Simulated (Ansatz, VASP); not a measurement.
**Bi in VASP and in Ansatz**

```
CELL_PARAMETERS angstrom
6.57851 0.00000 0.00000
-3.28926 5.69716 0.00000
0.00000 0.00000 6.28438
ATOMIC_POSITIONS crystal
Bi 0.50000 0.00000 0.70541
Bi 0.00000 0.50000 0.70541
Bi 0.50000 0.50000 0.70541
Bi 0.00000 0.50000 0.29459
Bi 0.50000 0.00000 0.29459
Bi 0.50000 0.50000 0.29459
```

Alike in both runs: task relaxation of cell and atoms; functional PBE; k mesh 3 × 3 × 4; occupations gaussian, width 0.1 eV; no spin polarisation.

|  | VASP | Ansatz |
| --- | --- | --- |
| version | VASP 6.6.1 | Ansatz 0.2.0 |
| potentials or method | VASP PAW PBE potentials, release 64 (Bi_d), cutoff 600 eV | scalar-relativistic, plane waves, PAW |
| valence electrons in the cell | 90 | 90 |

```csv
,VASP,Ansatz,Ansatz less VASP
"gap on the k mesh at the Fermi level, each at its own relaxed structure (eV)",none,none,-
relaxed volume (Å³/atom),40.10,40.15,+0.052
relaxed length of the cell vector where the two differ most in proportion (Å),6.429,6.435,+0.0060
```

A gap of «none» marks a metal or a gap that the smearing closes.

The k mesh is coarse, so the values compare programs but aren't converged. Neither program's run includes spin-orbit coupling.
